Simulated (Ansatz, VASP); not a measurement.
# ZnS: VASP beside Ansatz

The input POSCAR:

```
ZnS
1.0
    0.0000000000      2.7046500000      2.7046500000
    2.7046500000      0.0000000000      2.7046500000
    2.7046500000      2.7046500000      0.0000000000
Zn S
1 1
Direct
    0.0000000000      0.0000000000      0.0000000000
    0.7303919144      0.7500000000      0.7500000000
```

The input INCAR.step1:

```
PREC     = Accurate       # precision mode
ENCUT    = 520            # plane-wave cutoff, eV
ISMEAR   = 0              # smearing method
SIGMA    = 0.05           # smearing width, eV
LREAL    = F              # projectors in reciprocal space
LASPH    = T              # aspherical terms in the spheres
NELM     = 100            # most SCF steps
NBANDS   = 16             # bands
GGA      = PE             # functional
ALGO     = Normal         # electronic algorithm
EDIFF    = 1E-4           # SCF threshold, eV
LWAVE    = T              # write WAVECAR
LCHARG   = F              # write CHGCAR
```

The input INCAR.step2:

```
PREC     = Accurate       # precision mode
ENCUT    = 520            # plane-wave cutoff, eV
EDIFF    = 1E-6           # SCF threshold, eV
ISMEAR   = 0              # smearing method
SIGMA    = 0.05           # smearing width, eV
LREAL    = F              # projectors in reciprocal space
LASPH    = T              # aspherical terms in the spheres
NELM     = 100            # most SCF steps
ALGO     = Normal         # electronic algorithm
ISIF     = 2              # what is computed and relaxed
LWAVE    = F              # write WAVECAR
LCHARG   = F              # write CHGCAR
METAGGA  = R2SCAN         # meta-GGA
LMIXTAU  = T            
NBANDS   = 16             # bands
ISTART   = 1
```

Contents of KPOINTS:

```
Automatic mesh
0
Gamma
  8 8 8
```

Input for Ansatz:

```yaml
crystal:
  lattice:
    - [0.0, 2.70465, 2.70465]
    - [2.70465, 0.0, 2.70465]
    - [2.70465, 2.70465, 0.0]
  atoms:
    - { symbol: Zn, position: [0.0, 0.0, 0.0] }
    - { symbol: S, position: [0.7303919144, 0.75, 0.75] }
basis:
  ecutwfc: 500
kpoints:
  mp_grid: { grid: [8, 8, 8] }
hamiltonian:
  xc: r2scan
scf:
  occupations: { method: gaussian, width: 0.05 }
output:
  forces: true
  stress: true
  eigenvalues: true
```

Change from the starting cell: all S atoms moved +0.075 Å, as atom 2 towards its neighbour atom 2 (S) at 3.825 Å.

Alike in both runs: task single point; functional r2SCAN; k mesh 8 × 8 × 8; occupations gaussian, width 0.05 eV; no spin polarisation.

|  | VASP | Ansatz |
| --- | --- | --- |
| version | VASP 6.6.1 | Ansatz 0.2.0 |
| potentials or method | VASP PAW PBE potentials, release 64 (Zn, S), cutoff 520 eV | scalar-relativistic, plane waves, PAW |
| valence electrons in the cell | 18 | 18 |

Ansatz gave:

* gap on the k mesh at the Fermi level (eV): 2.60
* least direct gap on the mesh (eV): 2.60
* pressure (GPa): -0.7
* traceless stress, the component that is largest in VASP (GPa): -1.15
* rms of the force components (eV/Å): 0.251

Task: Estimate VASP's values.

Result: gap on the k mesh at the Fermi level (eV): 2.61; least direct gap on the mesh (eV): 2.61; pressure (GPa): -0.6; traceless stress, the component that is largest in VASP (GPa): -1.16; rms of the force components (eV/Å): 0.253.

VASP's potentials were made for PBE, not for r2SCAN. Atom by atom the forces differ by 0.002 eV/Å (rms over components). The functional is the same, so the differences come from potentials, cutoffs and numerics.
